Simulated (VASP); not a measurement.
Here is a VASP 6.6.1 calculation.

The input INCAR:

```
PREC     = Accurate       # precision mode
ENCUT    = 600            # plane-wave cutoff, eV
EDIFF    = 1E-6           # SCF threshold, eV
ISMEAR   = -1             # smearing method
SIGMA    = 0.05           # smearing width, eV
LREAL    = False          # projectors in reciprocal space
LASPH    = True           # aspherical terms in the spheres
NELM     = 120            # most SCF steps
ALGO     = Normal         # electronic algorithm
ISIF     = 2              # what is computed and relaxed
LWAVE    = False          # write WAVECAR
LCHARG   = False          # write CHGCAR
GGA      = B5             # functional
ALDAX    = 1.0          
AGGAX    = 1.0          
AGGAC    = 1.0          
ALDAC    = 0.0          
IVDW     = 12             # dispersion correction
VDW_S6   = 1.0          
VDW_S8   = 2.6996       
VDW_A1   = 0.4298       
VDW_A2   = 4.2359       
NBANDS   = 15             # bands
GGA_COMPAT= False
```

Contents of KPOINTS:

```
regular mesh
0
Gamma
  10 10 10
```

POSCAR

```
TaN
1.0
    0.0000000000      2.1964814589      2.1964814589
    2.1964814589      0.0000000000      2.1964814589
    2.1964814589      2.1964814589      0.0000000000
Ta N
1 1
Direct
    0.5000000000      0.5000000000      0.5000000000
    0.0000000000      0.0000000000      0.0000000000
```

Potentials or basis: VASP PAW PBE potentials, release 64 (Ta_pv, N).

Command:

```console
$ cat potpaw_PBE.64/Ta_pv/POTCAR potpaw_PBE.64/N/POTCAR > POTCAR
$ mpirun -np 1 vasp_std > vasp.out
```

Question: Predict the pressure.

Answer: 1.9 GPa.

Question: What does it give for the band gap on the k mesh?

Answer: Zero (band 8 reaches 11.92 eV, above the bottom of band 9 at 7.99 eV).

Question: Estimate the dispersion energy per atom.

Answer: -1.105 eV.

Caveat: the PAW data sets were made with another functional, which shifts forces and pressure a little; spin-orbit coupling is left out, which moves the levels of the heavy elements; pairwise dispersion overbinds metals, which lowers pressure and volume.
